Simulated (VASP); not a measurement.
Write the native input for VASP 6.6.1 that does the following.

* Task: electric field gradients
* Functional: LDA
* Potentials or basis: VASP PAW LDA potentials, release 64 (Zn, S)
* Cutoff: 520 eV
* k mesh: 13 × 13 × 7
* Occupations: fermi-dirac, width 0.02 eV
* Spin: no spin polarisation
* Dipole correction: no
* Further INCAR settings: ALGO = Normal; EDIFF = 1e-08; NBANDS = 26

The structure of ZnS lies in POSCAR:

```
ZnS
1.0
    3.8227000000      0.0000000000      0.0000000000
   -1.9113500000      3.3105553110      0.0000000000
    0.0000000000      0.0000000000      6.2607000000
Zn S
2 2
Direct
    0.3333333333      0.6666666667      0.0000000000
    0.6666666667      0.3333333333      0.5000000000
    0.3333333333      0.6666666667      0.3748000000
    0.6666666667      0.3333333333      0.8748000000
```

These files were run (other wordings do the same):

INCAR

```
  PREC = Accurate
  ENCUT = 520
  EDIFF = 1E-8
  ISMEAR = -1
  SIGMA = 0.02
  LREAL = F
  LASPH = T
  NELM = 60
  ALGO = Normal
  ISIF = 2
  LWAVE = F
  LCHARG = F
  GGA = CA
  LEFG = T
  NBANDS = 26
```

KPOINTS

```
regular mesh
0
Gamma
  13 13 7
```

Potentials or basis: VASP PAW LDA potentials, release 64 (Zn, S).

The run is started by

```sh
$ cat potpaw_LDA.64/Zn/POTCAR potpaw_LDA.64/S/POTCAR > POTCAR
$ mpirun -np 1 vasp_std > vasp.out
```

It gave:

| Item | Value |
| --- | --- |
| Pressure | -4.5 GPa |
| Band gap on the k mesh | 1.94 eV |
| Largest electric field gradient by atom | Zn +0.6; S +2.1 V/Å² |

Caveat: the cell stands under tension; without QUAD_EFG the Cq values of the log hold for a quadrupole moment of 1 mb, not for the nuclei.

Wall time 73 s on 1 thread of AMD EPYC 9R45 96-Core Processor (Zen 5), on a shared host, peak memory 0.23 GiB.
